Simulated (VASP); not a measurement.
Here is a VASP 6.6.1 calculation.

INCAR

```
PREC     = Accurate       # precision mode
ENCUT    = 520            # plane-wave cutoff, eV
EDIFF    = 1E-6           # SCF threshold, eV
ISMEAR   = 0              # smearing method
SIGMA    = 0.05           # smearing width, eV
LREAL    = False          # projectors in reciprocal space
LASPH    = True           # aspherical terms in the spheres
NELM     = 60             # most SCF steps
ALGO     = Normal         # electronic algorithm
ISIF     = 2              # what is computed and relaxed
LWAVE    = False          # write WAVECAR
LCHARG   = True           # write CHGCAR
GGA      = PS             # functional
LELF     = True           # ELF
LVHAR    = True         
NBANDS   = 16             # bands
```

The input KPOINTS:

```
Automatic mesh
0
Gamma
  12 12 6
```

POSCAR

```
BN
1.0
    2.8412578069      0.0000000000      0.0000000000
   -1.4206289035      2.4606014395      0.0000000000
    0.0000000000      0.0000000000      4.2268550000
B N
2 2
Direct
    0.6666666667      0.3333333333      0.9997240000
    0.3333333333      0.6666666667      0.4997240000
    0.6666666667      0.3333333333      0.6252760000
    0.3333333333      0.6666666667      0.1252760000
```

Potentials or basis: VASP PAW PBE potentials, release 64 (B, N).

Run with:

```sh
$ cat potpaw_PBE.64/B/POTCAR potpaw_PBE.64/N/POTCAR > POTCAR
$ mpirun -np 1 vasp_std > vasp.out
```

(1) Predict the band gap on the k mesh.

(2) Predict the pressure.

(3) Estimate the largest force.

## Answers

(1) 4.75 eV, indirect (least direct gap 5.23 eV).

(2) -53.5 GPa.

(3) 0.279 eV/Å.

Caveat: the cell differs from its parent crystal (strain +0.1125 x Voigt [1, 1, 0, 0, 0, 0]); the PAW data sets were made with another functional, which shifts forces and pressure a little.
